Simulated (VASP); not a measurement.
# TiTe2 (P-3m1) in VASP: a series of runs

The runs below take TiTe2 through single point, with PBE+D2, PBE+TS, PBEsol, PBE.

Program: VASP 6.6.1. These are calculated values, not measurements. Logs are shortened: lines on timing, memory, paths and dates and some standing lists are left out, and cuts for length are marked.

### 1 The cell of the first run

It takes space group P-3m1 (No. 164, trigonal). Conventional cell: a = 3.777 Å, b = 3.777 Å, c = 6.498 Å, α = 90.00°, β = 90.00°, γ = 120.00°. Te (site symmetry 3m) has 3 Ti at 2.77 Å and 9 Te at 3.78 Å within 3.8 Å. Within 3.8 Å of Ti (site symmetry -3m) lie 6 Te at 2.77 Å and 6 Ti at 3.78 Å.

### 2 Single point, PBE+D2

Contents of INCAR:

```
PREC     = Accurate       # precision mode
ENCUT    = 520            # plane-wave cutoff, eV
EDIFF    = 1E-7           # SCF threshold, eV
ISMEAR   = 0              # smearing method
SIGMA    = 0.02           # smearing width, eV
LREAL    = F              # projectors in reciprocal space
LASPH    = T              # aspherical terms in the spheres
ALGO     = Normal         # electronic algorithm
NELM     = 100            # most SCF steps
ISIF     = 2              # what is computed and relaxed
LWAVE    = F              # write WAVECAR
LCHARG   = F              # write CHGCAR
IVDW     = 1              # dispersion correction
```

Contents of KPOINTS:

```
k-points
0
Gamma
  6 6 3
```

Contents of POSCAR:

```
TiTe2
1.0
    3.7770000000      0.0000000000      0.0000000000
   -1.8885000000      3.2709779501      0.0000000000
    0.0000000000      0.0000000000      6.4980000000
Te Ti
2 1
Direct
    0.3333333333      0.6666666667      0.7372000000
    0.6666666667      0.3333333333      0.2628000000
    0.0000000000      0.0000000000      0.0000000000
```

Potentials or basis: VASP PAW PBE potentials, release 64 (Te, Ti_sv).

Launch:

```
> cat potpaw_PBE.64/Te/POTCAR potpaw_PBE.64/Ti_sv/POTCAR > POTCAR
> mpirun -np 1 vasp_std > vasp.out
```

OUTCAR:

```text
PREC = Accurate
   ENCUT = 520
   EDIFF = 1E-7
   ISMEAR = 0
   LREAL = F
   LASPH = T
   NELM = 100
   ISIF = 2
   IVDW = 1
  IVDW =   1

 Found     17 irreducible k-points:

 Following reciprocal coordinates:
            Coordinates               Weight
  0.000000  0.000000  0.000000      1.000000
  0.166667  0.000000  0.000000      6.000000
  0.333333  0.000000  0.000000      6.000000
  0.500000  0.000000  0.000000      3.000000
  0.166667  0.166667  0.000000      6.000000
  0.333333  0.166667  0.000000     12.000000
   k-points           NKPTS =     17   k-points in BZ     NKDIM =     17   number of bands    NBANDS=     16
   number of dos      NEDOS =    301   number of ions     NIONS =      3
   total plane-waves  NPLWV =  37632
   dimension x,y,z NGX =    28 NGY =   28 NGZ =   48
   dimension x,y,z NGXF=    56 NGYF=   56 NGZF=   96
   ions per type =               2   1
   NGX,Y,Z   is equivalent  to a cutoff of  12.32, 12.32, 12.28 a.u.
   NGXF,Y,Z  is equivalent  to a cutoff of  24.65, 24.65, 24.56 a.u.
 SYSTEM =  unknown system
   PREC   = accura    normal or accurate (medium, high low for compatibility)
   ISTART =      0    job   : 0-new  1-cont  2-samecut
   ICHARG =      2    charge: 1-file 2-atom 10-const
   ISPIN  =      1    spin polarized calculation?
   LNONCOLLINEAR =      F non collinear calculations
   LSORBIT =      F    spin-orbit coupling
   LASPH  =      T    aspherical Exc in radial PAW
   ENCUT  =  520.0 eV  38.22 Ry    6.18 a.u.   7.02  7.02 12.08*2*pi/ulx,y,z
   NELM   =    100;   NELMIN=  2; NELMDL= -5     # of ELM steps
   EDIFF  = 0.1E-06   stopping-criterion for ELM
   LREAL  =      F    real-space projection
   EDIFFG = 0.1E-05   stopping-criterion for IOM
   NSW    =      0    number of steps for IOM
   IBRION =     -1    ionic relax: 0-MD 1-quasi-New 2-CG
   NFREE  =      0    steps in history (QN), initial steepest desc. (CG)
   ISIF   =      2    stress and relaxation
   ISYM   =      2    0-nonsym 1-usesym 2-fastsym
   POTIM  = 0.5000    time-step for ionic-motion
   TEBEG  =    0.0;   TEEND  =   0.0 temperature during run

   SCALEE = 1.0000    scale energy and forces
   PSTRESS=    0.0 pullay stress
   NELECT =      24.0000    total number of electrons
   NUPDOWN=      -1.0000    fix difference up-down
   EMIN   =  10.00;   EMAX   =-10.00  energy-range for DOS
   EFERMI =   0.00;   METHOD = LEGACY
   ISMEAR =     0;   SIGMA  =   0.02  broadening in eV -4-tet -1-fermi 0-gaus
   EFERMI_NEDOS =   21; number of points for ismear=-14 and -15
   IALGO  =     38    algorithm
   IMIX   =      4    mixing-type and parameters
     AMIX     =   0.40;   BMIX     =  1.00
     AMIX_MAG =   1.60;   BMIX_MAG =  1.00
  volume/ion in A,a.u.               =      26.76       180.58
  Fermi-wavevector in a.u.,A,eV,Ry     =   1.094655  2.068597 16.303438  1.198269
  Thomas-Fermi vector in A             =   2.230964
   LORBIT       =      0    0 simple, 1 ext, 2 COOP (PROOUT), +10 PAW based schemes
   GGA     = PE    functional components
   LHFCALC =     F    Hartree Fock is set to
   AEXX    =    0.0000 exact exchange contribution
   IVDW    =     1    specifies the selected vdW correction
   LEPSILON=     F    determine dielectric tensor
   LRPA    =     F    only Hartree local field effects (RPA)

   CSHIFT  =0.1000    complex shift for real part using Kramers Kronig

   OMEGAMAX=  -1.0    maximum frequency
 non-spin polarized calculation
 Gauss-broadening in eV      SIGMA  =   0.02
  energy-cutoff  :      520.00
  volume of cell :       80.28
 maximum number of plane-waves:      2181
   NGX = 13   NGY = 13   NGZ = 25

 number of electron      23.9999998 magnetization

 Free energy of the ion-electron system (eV)
  ---------------------------------------------------
  ext. energy  EPLUGINS =         0.00000000
  ---------------------------------------------------
  free energy    TOTEN  =       -16.20289950 eV

  energy without entropy =      -16.20261382  energy(sigma->0) =      -16.20275666

 E-fermi :   6.8491     XC(G=0):  -9.8615

 val. band max:        6.7392728058   @ k =   0.3333   0.0000   0.3333
 cond. band min:       6.8551797315   @ k =   0.5000   0.0000   0.0000
 fundamental gap:      0.1159069257
 Fermi energy:         6.8490883276

 k-point     1 :       0.0000    0.0000    0.0000
  band No.  band energies     occupation
      1     -50.6274      2.00000
      2     -26.8811      2.00000
      3     -26.8811      2.00000
      4     -26.8566      2.00000
      5      -5.5863      2.00000
      6      -4.0838      2.00000
[... 8 lines left out ...]
     15       7.8886      0.00000
     16       9.8863      0.00000

 k-point     2 :       0.1667    0.0000    0.0000
  band No.  band energies     occupation
      1     -50.6267      2.00000
      2     -26.8917      2.00000
      3     -26.8836      2.00000
      4     -26.8542      2.00000
      5      -5.2853      2.00000
      6      -3.9335      2.00000
[... 8 lines left out ...]
     15       8.1233      0.00000
     16       9.5673      0.00000

 k-point     3 :       0.3333    0.0000    0.0000
  band No.  band energies     occupation
      1     -50.6252      2.00000
      2     -26.9125      2.00000
      3     -26.8884      2.00000
      4     -26.8493      2.00000
      5      -4.5069      2.00000
      6      -3.6343      2.00000
[... 8 lines left out ...]
     15       8.1903      0.00000
     16       9.6987      0.00000

 k-point     4 :       0.5000    0.0000    0.0000
  band No.  band energies     occupation
      1     -50.6244      2.00000
      2     -26.9229      2.00000
      3     -26.8908      2.00000
      4     -26.8469      2.00000
      5      -3.8296      2.00000
      6      -3.6354      2.00000
[... 8 lines left out ...]
     15       8.3220      0.00000
     16       9.2413      0.00000

 k-point     5 :       0.1667    0.1667    0.0000
  band No.  band energies     occupation
      1     -50.6256      2.00000
      2     -26.9053      2.00000
      3     -26.8892      2.00000
      4     -26.8506      2.00000
      5      -4.7416      2.00000
      6      -3.6993      2.00000
[... 8 lines left out ...]
     15       8.2924      0.00000
     16       9.0361      0.00000

 k-point     6 :       0.3333    0.1667    0.0000
  band No.  band energies     occupation
      1     -50.6245      2.00000
      2     -26.9175      2.00000
      3     -26.8962      2.00000
      4     -26.8469      2.00000
      5      -3.9548      2.00000
      6      -3.5207      2.00000
[... 8 lines left out ...]
     15       8.2796      0.00000
     16       9.0631      0.00000

 [... further k-points ...]

------------------------ aborting loop because EDIFF is reached ----------------------------------------

  DFT-D2 method for vdW energy calculation

  Number of pair interactions contributing to vdW energy:   39324

  Edisp (eV):   -1.04331

  FORCE on cell =-STRESS in cart. coord.  units (eV):
  Direction    XX          YY          ZZ          XY          YZ          ZX
  --------------------------------------------------------------------------------------
  -------------------------------------------------------------------------------------
  Total      -0.03262    -0.03262    -0.17086    -0.00000     0.00000     0.00000
  in kB      -0.65109    -0.65109    -3.40990    -0.00000     0.00000     0.00000
  external pressure =       -1.57 kB  Pullay stress =        0.00 kB

 VOLUME and BASIS-vectors are now :
 -----------------------------------------------------------------------------
  energy-cutoff  :      520.00
  volume of cell :       80.28
      direct lattice vectors                 reciprocal lattice vectors
     3.777000000  0.000000000  0.000000000     0.264760392  0.152859484  0.000000000
    -1.888500000  3.270977950  0.000000000     0.000000000  0.305718967  0.000000000
     0.000000000  0.000000000  6.498000000     0.000000000  0.000000000  0.153893506

 POSITION                                       TOTAL-FORCE (eV/Angst)
 -----------------------------------------------------------------------------------
     -0.00000      2.18065      4.79033         0.000000     -0.000000      0.167074
      1.88850      1.09033      1.70767        -0.000000      0.000000     -0.167074
      0.00000      0.00000      0.00000        -0.000000      0.000000      0.000000
 -----------------------------------------------------------------------------------
    total drift:                                0.000000     -0.000000      0.000000

  FREE ENERGIE OF THE ION-ELECTRON SYSTEM (eV)
  ---------------------------------------------------
  free  energy   TOTEN  =       -17.2462139164 eV

  energy  without entropy=      -17.2459282454  energy(sigma->0) =      -17.24607108
```

Wall time 20 s (1 thread of Intel Xeon 6975P-C (Granite Rapids), shared host); peak memory 0.19 GiB.

What came out:

| Item | Value |
| --- | --- |
| Free energy | -17.2462 eV |
| Pressure | -0.2 GPa |
| Largest force | 0.167 eV/Å |
| Band gap on the k mesh | zero (bands 12 and 13 overlap by 0.52 eV) |
| Dispersion energy per atom | -0.348 eV |

Forces in eV/Å, atoms in the order of the input:
```
Te   0.000  0.000  0.167
Te   0.000  0.000 -0.167
Ti   0.000  0.000  0.000
```

Levels at points of the mesh, in eV from the Fermi level:
```csv
k point,band 8,band 9,band 10,band 11,band 12,band 13,band 14,band 15,band 16
"(0.00, 0.00, 0.00)",-1.69,-1.69,0.34,0.39,0.39,0.53,1.04,1.04,3.04
"(0.50, 0.00, 0.00)",-3.72,-2.75,-2.43,-1.77,-1.17,0.01,1.15,1.47,2.39
```

Caveat: spin-orbit coupling is left out, which moves the levels of the heavy elements.

### 3 Single point, PBE+TS

INCAR: that of step 2 with these lines changed.

```diff
@@ -12,2 +12,2 @@
 LCHARG   = F              # write CHGCAR
-IVDW     = 1              # dispersion correction
+IVDW     = 2              # dispersion correction
```

KPOINTS is that of step 2.

POSCAR is that of step 2.

Potentials or basis: VASP PAW PBE potentials, release 64 (Te, Ti_sv).

Launch:

```
> cat potpaw_PBE.64/Te/POTCAR potpaw_PBE.64/Ti_sv/POTCAR > POTCAR
> mpirun -np 1 vasp_std > vasp.out
```

Wall time 31 s (1 thread of Intel Xeon 6975P-C (Granite Rapids), shared host); peak memory 0.19 GiB.

Results (log left out):

```
Free energy                : -17.1297 eV
Pressure                   : -0.9 GPa
Largest force              : 0.010 eV/Å
Band gap on the k mesh     : zero (bands 12 and 13 overlap by 0.52 eV)
Hirshfeld charges          : Te -0.12; Ti +0.23 e
Dispersion energy per atom : -0.309 eV
```

Forces in eV/Å, atoms in the order of the input:
```
Te   0.000  0.000 -0.010
Te   0.000  0.000  0.010
Ti   0.000  0.000  0.000
```

Stress tensor (GPa, compression positive):
```
-0.71  0.00  0.00
 0.00 -0.71  0.00
 0.00  0.00 -1.24
```

Levels at points of the mesh, in eV from the Fermi level:
```
           k point  band 8  band 9  band 10  band 11  band 12  band 13  band 14  band 15  band 16
(0.00, 0.00, 0.00)   -1.69   -1.69     0.34     0.39     0.39     0.53     1.04     1.04     3.04
(0.50, 0.00, 0.00)   -3.72   -2.75    -2.43    -1.77    -1.17     0.01     1.15     1.47     2.39
```

Caveat: spin-orbit coupling is left out, which moves the levels of the heavy elements.

### 4 Single point, PBE+TS

INCAR: that of step 3 with these lines changed.

```diff
@@ -13 +13,2 @@
 IVDW     = 2              # dispersion correction
+LVDWSCS  = T
```

KPOINTS is that of step 3.

POSCAR is that of step 3.

Potentials or basis: VASP PAW PBE potentials, release 64 (Te, Ti_sv).

Launch:

```
> cat potpaw_PBE.64/Te/POTCAR potpaw_PBE.64/Ti_sv/POTCAR > POTCAR
> mpirun -np 1 vasp_std > vasp.out
```

OUTCAR:

```text
PREC = Accurate
   ENCUT = 520
   EDIFF = 1E-7
   ISMEAR = 0
   LREAL = F
   LASPH = T
   NELM = 100
   ISIF = 2
   IVDW = 2
  IVDW =   2

 Found     17 irreducible k-points:

 Following reciprocal coordinates:
            Coordinates               Weight
  0.000000  0.000000  0.000000      1.000000
  0.166667  0.000000  0.000000      6.000000
  0.333333  0.000000  0.000000      6.000000
  0.500000  0.000000  0.000000      3.000000
  0.166667  0.166667  0.000000      6.000000
  0.333333  0.166667  0.000000     12.000000
   k-points           NKPTS =     17   k-points in BZ     NKDIM =     17   number of bands    NBANDS=     16
   number of dos      NEDOS =    301   number of ions     NIONS =      3
   total plane-waves  NPLWV =  37632
   dimension x,y,z NGX =    28 NGY =   28 NGZ =   48
   dimension x,y,z NGXF=    56 NGYF=   56 NGZF=   96
   ions per type =               2   1
   NGX,Y,Z   is equivalent  to a cutoff of  12.32, 12.32, 12.28 a.u.
   NGXF,Y,Z  is equivalent  to a cutoff of  24.65, 24.65, 24.56 a.u.
 SYSTEM =  unknown system
   PREC   = accura    normal or accurate (medium, high low for compatibility)
   ISTART =      0    job   : 0-new  1-cont  2-samecut
   ICHARG =      2    charge: 1-file 2-atom 10-const
   ISPIN  =      1    spin polarized calculation?
   LNONCOLLINEAR =      F non collinear calculations
   LSORBIT =      F    spin-orbit coupling
   LASPH  =      T    aspherical Exc in radial PAW
   ENCUT  =  520.0 eV  38.22 Ry    6.18 a.u.   7.02  7.02 12.08*2*pi/ulx,y,z
   NELM   =    100;   NELMIN=  2; NELMDL= -5     # of ELM steps
   EDIFF  = 0.1E-06   stopping-criterion for ELM
   LREAL  =      F    real-space projection
   EDIFFG = 0.1E-05   stopping-criterion for IOM
   NSW    =      0    number of steps for IOM
   IBRION =     -1    ionic relax: 0-MD 1-quasi-New 2-CG
   NFREE  =      0    steps in history (QN), initial steepest desc. (CG)
   ISIF   =      2    stress and relaxation
   ISYM   =      2    0-nonsym 1-usesym 2-fastsym
   POTIM  = 0.5000    time-step for ionic-motion
   TEBEG  =    0.0;   TEEND  =   0.0 temperature during run

   SCALEE = 1.0000    scale energy and forces
   PSTRESS=    0.0 pullay stress
   NELECT =      24.0000    total number of electrons
   NUPDOWN=      -1.0000    fix difference up-down
   EMIN   =  10.00;   EMAX   =-10.00  energy-range for DOS
   EFERMI =   0.00;   METHOD = LEGACY
   ISMEAR =     0;   SIGMA  =   0.02  broadening in eV -4-tet -1-fermi 0-gaus
[... 19 lines left out ...]
 non-spin polarized calculation
 Gauss-broadening in eV      SIGMA  =   0.02
  energy-cutoff  :      520.00
  volume of cell :       80.28
 maximum number of plane-waves:      2181
   NGX = 13   NGY = 13   NGZ = 25

 number of electron      23.9999998 magnetization

 Free energy of the ion-electron system (eV)
  ---------------------------------------------------
  ext. energy  EPLUGINS =         0.00000000
  ---------------------------------------------------
  free energy    TOTEN  =       -16.20289950 eV

  energy without entropy =      -16.20261382  energy(sigma->0) =      -16.20275666

 E-fermi :   6.8491     XC(G=0):  -9.8615

 val. band max:        6.7392728058   @ k =   0.3333   0.0000   0.3333
 cond. band min:       6.8551797315   @ k =   0.5000   0.0000   0.0000
 fundamental gap:      0.1159069257
 Fermi energy:         6.8490883276

 k-point     1 :       0.0000    0.0000    0.0000
  band No.  band energies     occupation
      1     -50.6274      2.00000
      2     -26.8811      2.00000
      3     -26.8811      2.00000
      4     -26.8566      2.00000
      5      -5.5863      2.00000
      6      -4.0838      2.00000
[... 91 lines left out ...]
      3     -26.8962      2.00000
      4     -26.8469      2.00000
      5      -3.9548      2.00000
      6      -3.5207      2.00000
[... 8 lines left out ...]
     15       8.2796      0.00000
     16       9.0631      0.00000

 [... further k-points ...]

------------------------ aborting loop because EDIFF is reached ----------------------------------------

  Hirshfeld charges:
            ion         q(e)
   ------------------------------
      1     Te      -0.11514070
      2     Te      -0.11514070
      3     Ti       0.23028140

  Tkatchenko/Scheffler method for vdW energy calculation

  Number of pair interactions contributing to vdW energy:   39324

  Edisp (eV):   -1.02381

  FORCE on cell =-STRESS in cart. coord.  units (eV):
  Direction    XX          YY          ZZ          XY          YZ          ZX
  --------------------------------------------------------------------------------------
  -------------------------------------------------------------------------------------
  Total      -0.62192    -0.62192    -0.98366    -0.00000     0.00000    -0.00000
  in kB     -12.41201   -12.41201   -19.63143    -0.00000     0.00000    -0.00000
  external pressure =      -14.82 kB  Pullay stress =        0.00 kB

 VOLUME and BASIS-vectors are now :
 -----------------------------------------------------------------------------
  energy-cutoff  :      520.00
  volume of cell :       80.28
      direct lattice vectors                 reciprocal lattice vectors
     3.777000000  0.000000000  0.000000000     0.264760392  0.152859484  0.000000000
    -1.888500000  3.270977950  0.000000000     0.000000000  0.305718967  0.000000000
     0.000000000  0.000000000  6.498000000     0.000000000  0.000000000  0.153893506

 POSITION                                       TOTAL-FORCE (eV/Angst)
 -----------------------------------------------------------------------------------
     -0.00000      2.18065      4.79033         0.000000     -0.000000      0.017454
      1.88850      1.09033      1.70767         0.000000      0.000000     -0.017454
      0.00000      0.00000      0.00000        -0.000000      0.000000      0.000000
 -----------------------------------------------------------------------------------
    total drift:                                0.000000     -0.000000      0.000000

  FREE ENERGIE OF THE ION-ELECTRON SYSTEM (eV)
  ---------------------------------------------------
  free  energy   TOTEN  =       -17.2267083937 eV

  energy  without entropy=      -17.2264227228  energy(sigma->0) =      -17.22656556
```

It took 25 s on 1 thread of Intel Xeon 6975P-C (Granite Rapids), shared host; peak memory 0.19 GiB.

What came out:

- Free energy: -17.2267 eV
- Pressure: -1.5 GPa
- Largest force: 0.017 eV/Å
- Band gap on the k mesh: zero (bands 12 and 13 overlap by 0.52 eV)
- Hirshfeld charges: Te -0.12; Ti +0.23 e
- Dispersion energy per atom: -0.341 eV

Forces on the atoms (eV/Å):
```
Te   0.000  0.000  0.017
Te   0.000  0.000 -0.017
Ti   0.000  0.000  0.000
```

Caveat: spin-orbit coupling is left out, which moves the levels of the heavy elements.

### 5 Single point, PBEsol

Contents of INCAR:

```
SYSTEM = TiTe2
PREC = Accurate
ENCUT = 520
EDIFF = 1E-6
ISMEAR = -1
SIGMA = 0.03
LREAL = .False.
LASPH = .True.
NELM = 100
ALGO = Normal
ISIF = 2
LWAVE = .False.
LCHARG = .False.
GGA = PS
NBANDS = 19
```

Contents of KPOINTS:

```
regular mesh
0
Gamma
  5 5 2
  0 0 0
```

POSCAR is that of step 4.

Launch:

```
> cat potpaw_PBE.64/Te/POTCAR potpaw_PBE.64/Ti_sv/POTCAR > POTCAR
> mpirun -np 1 vasp_std > vasp.out
```

Run time: 9.5 s. Hardware: 1 thread of Intel Xeon 6975P-C (Granite Rapids), shared host; peak memory 0.19 GiB.

The run converged. Its results:

- Free energy: -17.4739 eV
- Pressure: -2.1 GPa
- Largest force: 0.183 eV/Å
- Band gap on the k mesh: zero (bands 12 and 13 overlap by 0.52 eV)

Forces in eV/Å, atoms in the order of the input:
```
Te   0.000  0.000  0.183
Te   0.000  0.000 -0.183
Ti   0.000  0.000  0.000
```

Stress tensor (GPa, compression positive):
```
-2.08  0.00  0.00
 0.00 -2.08  0.00
 0.00  0.00 -2.20
```

Levels at points of the mesh, in eV from the Fermi level:
```csv
k point,band 9,band 10,band 11,band 12,band 13,band 14,band 15,band 16
"(0.00, 0.00, 0.00)",-1.59,0.37,0.45,0.45,0.67,1.16,1.16,3.15
"(0.00, 0.00, 0.50)",-1.52,-1.52,0.44,0.44,0.84,0.84,1.05,3.58
```

Caveat: the k points lie up to 0.48 Å⁻¹ apart, too coarse for converged energies and pressures of a metal; the PAW data sets were made with another functional, which shifts forces and pressure a little; spin-orbit coupling is left out, which moves the levels of the heavy elements; this functional lacks dispersion, which binds the layers, so the pressure and a relaxed spacing across them are unreliable.

[end of part 1 of 2]
